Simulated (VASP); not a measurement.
# Ta2N (P-31m) in VASP: single point with LDA

Aim: the single point of Ta2N with LDA.

Program: VASP 6.6.1. These are calculated values, not measurements. Logs are shortened: lines on timing, memory, paths and dates and some standing lists are left out, and cuts for length are marked.

**1. The cell of the first run**

The structure is trigonal, space group P-31m (No. 162). The conventional cell has a = 5.229 Å, b = 5.229 Å, c = 4.886 Å, α = 90.00°, β = 90.00°, γ = 120.00°. Ta (site symmetry m) has 3 N at 2.12 to 2.14 Å within 2.8 Å. N (site symmetry 32) has 6 Ta at 2.14 Å within 2.8 Å. N (site symmetry -3m) has 6 Ta at 2.12 Å within 2.8 Å.

**2. Single point, LDA**

The input, INCAR:

```
SYSTEM = Ta2N
  ALGO = Normal
  EDIFF = 1E-6
  ENCUT = 520
  ISIF = 2
  ISMEAR = -1
  LASPH = .TRUE.
  LCHARG = .TRUE.
  LELF = .TRUE.
  LREAL = .FALSE.
  LVHAR = .TRUE.
  LWAVE = .FALSE.
  NBANDS = 50
  NELM = 80
  PREC = Accurate
  SIGMA = 0.15
```

The input, KPOINTS:

```
k-points
0
G
  9 9 8
  0 0 0
```

The input, POSCAR:

```
Ta2N
1.0
    5.2288001658      0.0000000028      0.0000000000
   -2.6144000853      4.5282737735      0.0000000000
    0.0000000000      0.0000000000      4.8860351099
Ta N
6 3
Direct
    0.6670277640      0.6670277640      0.7525646613
    0.0000000000      0.3329722360      0.7525646613
    0.3329722360      0.0000000000      0.7525646613
    0.3329722360      0.3329722360      0.2474353387
    0.0000000000      0.6670277640      0.2474353387
    0.6670277640      0.0000000000      0.2474353387
    0.6666666667      0.3333333333      0.5000000000
    0.3333333333      0.6666666667      0.5000000000
    0.0000000000      0.0000000000      0.0000000000
```

Potentials or basis: VASP PAW LDA potentials, release 64 (Ta_pv, N).

Run with:

```console
$ cat potpaw_LDA.64/Ta_pv/POTCAR potpaw_LDA.64/N/POTCAR > POTCAR
$ mpirun -np 1 vasp_std > vasp.out
```

OUTCAR:

```text
SYSTEM = Ta2N
   EDIFF = 1E-6
   ENCUT = 520
   ISIF = 2
   ISMEAR = -1
   LASPH = .TRUE.
   LREAL = .FALSE.
   NELM = 80
   PREC = Accurate

 ion  position               nearest neighbor table
   1  0.667  0.667  0.753-   9 2.12   7 2.14   8 2.14   6 2.98   5 2.98   4 2.98   2 3.02   3 3.02
                             6 3.02   5 3.02   2 3.02   3 3.02   3 3.02   2 3.02   4 3.02
   2  0.000  0.333  0.753-   9 2.12   7 2.14   8 2.14   4 2.98   6 2.98   5 2.98   3 3.02   1 3.02
                             4 3.02   6 3.02   1 3.02   3 3.02   3 3.02   1 3.02   5 3.02
   3  0.333  0.000  0.753-   9 2.12   8 2.14   7 2.14   4 2.98   5 2.98   6 2.98   2 3.02   1 3.02
                             4 3.02   5 3.02   1 3.02   2 3.02   1 3.02   2 3.02   6 3.02
   4  0.333  0.333  0.247-   9 2.12   8 2.14   7 2.14   3 2.98   2 2.98   1 2.98   5 3.02   6 3.02
                             3 3.02   2 3.02   5 3.02   6 3.02   6 3.02   5 3.02   1 3.02
   5  0.000  0.667  0.247-   9 2.12   8 2.14   7 2.14   1 2.98   3 2.98   2 2.98   6 3.02   4 3.02
                             1 3.02   3 3.02   4 3.02   6 3.02   6 3.02   4 3.02   2 3.02
   6  0.667  0.000  0.247-   9 2.12   7 2.14   8 2.14   1 2.98   2 2.98   3 2.98   5 3.02   4 3.02
                             1 3.02   2 3.02   4 3.02   5 3.02   4 3.02   5 3.02   3 3.02
   7  0.667  0.333  0.500-   6 2.14   2 2.14   5 2.14   3 2.14   1 2.14   4 2.14
   8  0.333  0.667  0.500-   3 2.14   5 2.14   2 2.14   6 2.14   4 2.14   1 2.14
   9  0.000  0.000  0.000-   2 2.12   5 2.12   3 2.12   6 2.12   1 2.12   4 2.12

  LATTYP: Found a hexagonal cell.
 ALAT       =     5.2288001658
 C/A-ratio  =     0.9344467096

  Lattice vectors:

 A1 = (   5.2288001658,   0.0000000028,   0.0000000000)
 A2 = (  -2.6144000853,   4.5282737735,   0.0000000000)
 A3 = (   0.0000000000,   0.0000000000,   4.8860351099)

Analysis of symmetry for initial positions (statically):
=====================================================================
 Subroutine PRICEL returns:
 Original cell was already a primitive cell.

 Routine SETGRP: Setting up the symmetry group for a
 hexagonal supercell.

 Subroutine GETGRP returns: Found 12 space group operations
 (whereof 12 operations were pure point group operations)
 out of a pool of 24 trial point group operations.

The static configuration has the point symmetry D_3d.

Analysis of symmetry for dynamics (positions and initial velocities):
=====================================================================
 Subroutine PRICEL returns:
 Original cell was already a primitive cell.

 Routine SETGRP: Setting up the symmetry group for a
 hexagonal supercell.

 Subroutine GETGRP returns: Found 12 space group operations
 (whereof 12 operations were pure point group operations)
 out of a pool of 24 trial point group operations.

The dynamic configuration has the point symmetry D_3d.

 Subroutine INISYM returns: Found 12 space group operations
 (whereof 12 operations are pure point group operations),
 and found     1 'primitive' translations

----------------------------------------------------------------------------------------

                                     Primitive cell

  volume of cell :     115.6888

  direct lattice vectors                    reciprocal lattice vectors
     5.228800166  0.000000003  0.000000000     0.191248464  0.110417352  0.000000000
    -2.614400085  4.528273773  0.000000000    -0.000000000  0.220834704  0.000000000
     0.000000000  0.000000000  4.886035110     0.000000000  0.000000000  0.204664923

  length of vectors
     5.228800166  5.228800166  4.886035110     0.220834704  0.220834704  0.204664923

  position of ions in fractional coordinates (direct lattice)
     0.667027764  0.667027764  0.752564661
     1.000000000  0.332972236  0.752564661
     0.332972236  0.000000000  0.752564661
     0.332972236  0.332972236  0.247435339
     1.000000000  0.667027764  0.247435339
     0.667027764  0.000000000  0.247435339
     0.666666667  0.333333333  0.500000000
     0.333333333  0.666666667  0.500000000
     0.000000000  0.000000000  0.000000000

  ion indices of the primitive-cell ions
   primitive index   ion index
                 1           1
                 2           2
                 3           3
                 4           4
                 5           5
                 6           6
                 7           7
                 8           8
                 9           9

----------------------------------------------------------------------------------------

 KPOINTS: k-points

Automatic generation of k-mesh.
 Grid dimensions read from file:
 generate k-points for:    9    9    8

 Generating k-lattice:

  Cartesian coordinates                     Fractional coordinates (reciprocal lattice)
     0.021249829  0.012268595  0.000000000     0.111111111  0.000000000  0.000000000
    -0.000000000  0.024537189  0.000000000     0.000000000  0.111111111  0.000000000
     0.000000000  0.000000000  0.025583115     0.000000000  0.000000000  0.125000000

  Length of vectors
     0.024537189  0.024537189  0.025583115

  Shift w.r.t. Gamma in fractional coordinates (k-lattice)
     0.000000000  0.000000000  0.000000000

 Subroutine IBZKPT returns following result:
 ===========================================

 Found     81 irreducible k-points:

 Following reciprocal coordinates:
            Coordinates               Weight
  0.000000  0.000000  0.000000      1.000000
  0.111111 -0.000000  0.000000      6.000000
  0.222222 -0.000000  0.000000      6.000000
  0.333333  0.000000  0.000000      6.000000
  0.444444 -0.000000  0.000000      6.000000
  0.111111  0.111111  0.000000      6.000000
[... 16 lines left out ...]
 -0.111111  0.444444  0.125000     12.000000
  0.444444  0.111111  0.125000      6.000000
 [... further k-points ...]
   k-points           NKPTS =     81   k-points in BZ     NKDIM =     81   number of bands    NBANDS=     50
   number of dos      NEDOS =    301   number of ions     NIONS =      9
   total plane-waves  NPLWV =  57600
   dimension x,y,z NGX =    40 NGY =   40 NGZ =   36
   dimension x,y,z NGXF=    80 NGYF=   80 NGZF=   72
   ions per type =               6   3
   NGX,Y,Z   is equivalent  to a cutoff of  12.72, 12.72, 12.25 a.u.
   NGXF,Y,Z  is equivalent  to a cutoff of  25.44, 25.44, 24.50 a.u.
 SYSTEM =  Ta2N
   PREC   = accura    normal or accurate (medium, high low for compatibility)
   ISTART =      0    job   : 0-new  1-cont  2-samecut
   ICHARG =      2    charge: 1-file 2-atom 10-const
   ISPIN  =      1    spin polarized calculation?
   LNONCOLLINEAR =      F non collinear calculations
   LSORBIT =      F    spin-orbit coupling
   LASPH  =      T    aspherical Exc in radial PAW
   ENCUT  =  520.0 eV  38.22 Ry    6.18 a.u.   9.72  9.72  9.08*2*pi/ulx,y,z
   NELM   =     80;   NELMIN=  2; NELMDL= -5     # of ELM steps
   EDIFF  = 0.1E-05   stopping-criterion for ELM
   LREAL  =      F    real-space projection
   EDIFFG = 0.1E-04   stopping-criterion for IOM
   NSW    =      0    number of steps for IOM
   IBRION =     -1    ionic relax: 0-MD 1-quasi-New 2-CG
   NFREE  =      0    steps in history (QN), initial steepest desc. (CG)
   ISIF   =      2    stress and relaxation
   ISYM   =      2    0-nonsym 1-usesym 2-fastsym
   POTIM  = 0.5000    time-step for ionic-motion
   TEBEG  =    0.0;   TEEND  =   0.0 temperature during run
   PSTRESS=    0.0 pullay stress
   NELECT =      81.0000    total number of electrons
   NUPDOWN=      -1.0000    fix difference up-down
   EMIN   =  10.00;   EMAX   =-10.00  energy-range for DOS
   EFERMI =   0.00;   METHOD = LEGACY
   ISMEAR =    -1;   SIGMA  =   0.15  broadening in eV -4-tet -1-fermi 0-gaus
   EFERMI_NEDOS =   21; number of points for ismear=-14 and -15
   IALGO  =     38    algorithm
   IMIX   =      4    mixing-type and parameters
     AMIX     =   0.40;   BMIX     =  1.00
     AMIX_MAG =   1.60;   BMIX_MAG =  1.00
  volume/ion in A,a.u.               =      12.85        86.75
  Fermi-wavevector in a.u.,A,eV,Ry     =   1.453693  2.747082 28.752154  2.113224
  Thomas-Fermi vector in A             =   2.570930
   LORBIT       =      0    0 simple, 1 ext, 2 COOP (PROOUT), +10 PAW based schemes
   GGA     = CA    functional components
   LHFCALC =     F    Hartree Fock is set to
   AEXX    =    0.0000 exact exchange contribution
   IVDW    =     0    specifies the selected vdW correction
   LEPSILON=     F    determine dielectric tensor
   LRPA    =     F    only Hartree local field effects (RPA)
 non-spin polarized calculation
  energy-cutoff  :      520.00
  volume of cell :      115.69
 maximum number of plane-waves:      3175
   NGX = 19   NGY = 19   NGZ = 19

 number of electron      81.0000008 magnetization

 Free energy of the ion-electron system (eV)
  ---------------------------------------------------
  ext. energy  EPLUGINS =         0.00000000
  ---------------------------------------------------
  free energy    TOTEN  =      -114.19929560 eV

  energy without entropy =     -113.95691686  energy(sigma->0) =     -114.07810623

 E-fermi :   7.6918     XC(G=0): -13.3444

 val. band max:        7.6889423869   @ k =   0.2222   0.2222   0.3750
 cond. band min:       7.6963584286   @ k =   0.1111  -0.0000   0.0000
 fundamental gap:      0.0074160417
 Fermi energy:         7.6918433317

 k-point     1 :       0.0000    0.0000    0.0000
  band No.  band energies     occupation
      1     -27.8775      2.00000
      2     -27.4405      2.00000
      3     -27.2467      2.00000
      4     -27.2467      2.00000
      5     -27.2319      2.00000
      6     -27.2319      2.00000
[... 42 lines left out ...]
     49      10.9666      0.00000
     50      11.3805      0.00000
[... 1217 lines left out ...]
     49      10.8253      0.00000
     50      11.1395      0.00000

 [... further k-points ...]

------------------------ aborting loop because EDIFF is reached ----------------------------------------

  FORCE on cell =-STRESS in cart. coord.  units (eV):
  Direction    XX          YY          ZZ          XY          YZ          ZX
  --------------------------------------------------------------------------------------
  -------------------------------------------------------------------------------------
  Total        1.1391465      1.1391465      1.1571764      0.0000000      0.0000000     -0.0000000
  in kB       15.7760715     15.7760715     16.0257679      0.0000000      0.0000000     -0.0000000
  external PRESSURE =      15.8593036 kB  Pullay stress =       0.0000000 kB

 VOLUME and BASIS-vectors are now :
 -----------------------------------------------------------------------------
  energy-cutoff  :      520.00
  volume of cell :      115.69
      direct lattice vectors                 reciprocal lattice vectors
     5.228800166  0.000000003  0.000000000     0.191248464  0.110417352  0.000000000
    -2.614400085  4.528273773  0.000000000    -0.000000000  0.220834704  0.000000000
     0.000000000  0.000000000  4.886035110     0.000000000  0.000000000  0.204664923

 POSITION                                       TOTAL-FORCE (eV/Angst)
 -----------------------------------------------------------------------------------
      1.74388      3.02048      3.67706        -0.003744     -0.006485      0.014310
     -0.87052      1.50779      3.67706        -0.003744      0.006485      0.014310
      1.74105      0.00000      3.67706         0.007488      0.000000      0.014310
      0.87052      1.50779      1.20898         0.003744      0.006485     -0.014310
     -1.74388      3.02048      1.20898         0.003744     -0.006485     -0.014310
      3.48775      0.00000      1.20898        -0.007488     -0.000000     -0.014310
      2.61440      1.50942      2.44302        -0.000000      0.000000      0.000000
     -0.00000      3.01885      2.44302         0.000000      0.000000     -0.000000
      0.00000      0.00000      0.00000         0.000000      0.000000      0.000000
 -----------------------------------------------------------------------------------
    total drift:                                0.000000      0.000000      0.000000

  FREE ENERGIE OF THE ION-ELECTRON SYSTEM (eV)
  ---------------------------------------------------
  free  energy   TOTEN  =      -114.1992956008 eV

  energy  without entropy=     -113.9569168643  energy(sigma->0) =     -114.07810623
```

Run time: 4.6 min. Hardware: 1 thread of Intel Xeon Platinum 8488C (Sapphire Rapids), shared host; peak memory 0.43 GiB.

Results:

```
Free energy            : -114.1993 eV
Pressure               : 1.6 GPa
Largest force          : 0.016 eV/Å
Band gap on the k mesh : zero (an odd number of electrons rules out a gap without spin polarisation)
```

Forces on the atoms (eV/Å):
```
Ta  -0.004 -0.006  0.014
Ta  -0.004  0.006  0.014
Ta   0.007  0.000  0.014
Ta   0.004  0.006 -0.014
Ta   0.004 -0.006 -0.014
Ta  -0.007  0.000 -0.014
N    0.000  0.000  0.000
N    0.000  0.000  0.000
N    0.000  0.000  0.000
```

Levels at points of the mesh, in eV from the Fermi level:
```csv
k point,band 39,band 40,band 41,band 42,band 43,band 44
"(0.00, 0.00, 0.00)",-0.47,-0.47,-0.36,-0.13,-0.13,0.73
"(0.00, 0.00, 0.50)",-1.40,-1.40,-0.99,0.65,0.65,0.84
```

Caveat: spin-orbit coupling is left out, which moves the levels of the heavy elements.
